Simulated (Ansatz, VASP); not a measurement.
**One calculation of ZnTe2O3, two programs**

Contents of INCAR:

```
SYSTEM = ZnTe2O3
PREC = Accurate
ENCUT = 600
EDIFF = 1E-7
ISMEAR = 0
SIGMA = 0.1
LREAL = .FALSE.
LASPH = .TRUE.
NELM = 100
ALGO = Normal
ISIF = 3
LWAVE = .FALSE.
LCHARG = .FALSE.
GGA = PE
IBRION = 2
NSW = 90
EDIFFG = -0.04
```

Contents of KPOINTS:

```
Automatic mesh
0
G
  3 3 6
  0 0 0
```

File POSCAR:

```
ZnTe2O3
1.0
    5.9182492243      0.0000000000      0.0000000000
   -2.9591246122      5.1253541742      0.0000000000
    0.0000000000      0.0000000000      3.2870488413
Zn Te O
1 2 3
Direct
    0.0000000000      0.0000000000      0.0000000000
    0.3333333333      0.6666666667      0.0000000000
    0.6666666667      0.3333333333      0.0000000000
    0.5000000000      0.0000000000      0.5000000000
    0.5000000000      0.5000000000      0.5000000000
    0.0000000000      0.5000000000      0.5000000000
```

Input for Ansatz:

```yaml
crystal:
  lattice:
    - [5.9182492243, 0.0, 0.0]
    - [-2.9591246122, 5.1253541742, 0.0]
    - [0.0, 0.0, 3.2870488413]
  atoms:
    - { symbol: Zn, position: [0.0, 0.0, 0.0] }
    - { symbol: Te, position: [0.3333333333, 0.6666666667, 0.0] }
    - { symbol: Te, position: [0.6666666667, 0.3333333333, 0.0] }
    - { symbol: O, position: [0.5, 0.0, 0.5] }
    - { symbol: O, position: [0.5, 0.5, 0.5] }
    - { symbol: O, position: [0.0, 0.5, 0.5] }
basis:
  ecutwfc: 420
kpoints:
  mp_grid: { grid: [3, 3, 6] }
hamiltonian:
  xc: pbe
scf:
  occupations: { method: gaussian, width: 0.1 }
  lower_state_search: "off"
output:
  forces: true
  stress: true
  eigenvalues: true
relax:
  adjacent_minimum: "off"
  f_tol: 0.04
  max_steps: 70
  cell: { stress_tol: 0.4 }
```

Change from the starting cell: species swapped into the LaGa3Pd2 type (P6/mmm, No. 191).

Alike in both runs: task relaxation of cell and atoms; functional PBE; k mesh 3 × 3 × 6; occupations gaussian, width 0.1 eV; no spin polarisation.

|  | VASP | Ansatz |
| --- | --- | --- |
| version | VASP 6.6.1 | Ansatz 0.2.0 |
| potentials or method | VASP PAW PBE potentials, release 64 (Zn, Te, O), cutoff 600 eV | scalar-relativistic, plane waves, PAW |
| valence electrons in the cell | 42 | 62 |

Ansatz gave:

```
gap on the k mesh at the Fermi level, each at its own relaxed structure (eV) : none
relaxed volume (Å³/atom)                                                     : 15.98
relaxed length of the cell vector where the two differ most in proportion (Å)              : 5.722
```

Question: Estimate VASP's values.

Answer: gap on the k mesh at the Fermi level, each at its own relaxed structure (eV): none; relaxed volume (Å³/atom): 15.87; relaxed length of the cell vector where the two differ most in proportion (Å): 5.706.

A gap of «none» marks a metal or a gap that the smearing closes. VASP's potentials hold 42 valence electrons a cell and Ansatz's 62, so a difference there can come from the potentials and not from the codes.

The k mesh is coarse, so the values compare programs but aren't converged. Spin-orbit coupling is off throughout.
